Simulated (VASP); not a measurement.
Runs of VASP 6.6.1 on KF. The structure is that of space group Pm-3m (No. 221), or close to it. The cells are those of the table. 

| cell | gap on the mesh (eV) | pressure (GPa) |
| --- | --- | --- |
| a = 3.069 Å, 2 atoms | 7.68 | 9.4 |
| a = 3.125 Å, 2 atoms | 7.21 | (a) |
| a = 3.281 Å, 2 atoms | 6.12 | -0.7 |
| a = 3.179 Å, 2 atoms | 6.80 | 3.0 |
| a = 3.231 Å, 2 atoms | 6.44 | (b) |

Alike in all rows: task single point; level PBE; potentials or basis VASP PAW PBE potentials, release 64 (K_sv, F); no spin polarisation; k mesh 4 × 4 × 4; cutoff (eV) 520; smearing gaussian 0.01 eV.

Fill in the values left out.

(a) 5.8; (b) 0.9.

Caveats: all runs use coarse meshes.

A k mesh can miss the band edges.
